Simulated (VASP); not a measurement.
Write the native input for VASP 6.6.1 that does the following.

```
Task                               : single point
Functional                         : PBEsol-based screened hybrid
Potentials or basis                : VASP PAW PBE potentials, release 64 (Ti_sv, Al)
Cutoff                             : 520 eV
k mesh                             : 4 × 4 × 4
Occupations                        : fermi-dirac, width 0.05 eV
Spin                               : no spin polarisation
Dipole correction                  : no
Grid for exact exchange (PRECFOCK) : Normal
Share of exact exchange            : 0.25
Further INCAR settings             : ALGO = Normal; EDIFF = 1e-07; NBANDS = 14
Screening parameter                : 0.207 1/Å
```

Crystal: TiAl.

```
CELL_PARAMETERS angstrom
3.14903 0.00000 0.00000
0.00000 3.14903 0.00000
0.00000 0.00000 3.14903
ATOMIC_POSITIONS crystal
Ti 0.00000 0.00000 0.00000
Al 0.50000 0.50000 0.50000
```

These files were run (other wordings do the same):

POSCAR

```
TiAl
1.0
    3.1490284604      0.0000000000      0.0000000000
    0.0000000000      3.1490284604      0.0000000000
    0.0000000000      0.0000000000      3.1490284604
Ti Al
1 1
Direct
    0.0000000000      0.0000000000      0.0000000000
    0.5000000000      0.5000000000      0.5000000000
```

INCAR.step1

```
  PREC = Accurate
  ENCUT = 520
  EDIFF = 1E-5
  ISMEAR = -1
  SIGMA = 0.05
  LREAL = F
  LASPH = T
  NELM = 100
  ALGO = Normal
  ISIF = 2
  LWAVE = T
  NBANDS = 14
  GGA = PE
```

INCAR.step2

```
  PREC = Accurate
  ENCUT = 520
  EDIFF = 1E-7
  ISMEAR = -1
  SIGMA = 0.05
  LREAL = F
  LASPH = T
  NELM = 100
  ALGO = Normal
  ISIF = 2
  LWAVE = F
  LCHARG = T
  GGA = PS
  LHFCALC = T
  AEXX = 0.25
  HFSCREEN = 0.207
  PRECFOCK = Normal
  LELF = T
  LVHAR = T
  NBANDS = 14
  ISTART = 1
```

KPOINTS

```
Automatic mesh
0
Gamma
  4 4 4
```

Potentials or basis: VASP PAW PBE potentials, release 64 (Ti_sv, Al).

Run with:

```sh
$ cat potpaw_PBE.64/Ti_sv/POTCAR potpaw_PBE.64/Al/POTCAR > POTCAR
$ cp INCAR.step1 INCAR
$ mpirun -np 1 vasp_std > vasp.out
$ cp INCAR.step2 INCAR
$ mpirun -np 1 vasp_std > vasp.out
```

It gave:

```json
{
  "Pressure": "0.0 GPa"
}
```

Caveat: the k points lie up to 0.50 Å⁻¹ apart; the PAW data sets were made with another functional, which shifts forces and pressure a little.

It took 10 min on 1 thread of Intel(R) Xeon(R) Platinum 8259CL CPU @ 2.50GHz (Skylake/Cascade Lake), with other jobs on the host, peak memory 0.24 GiB.
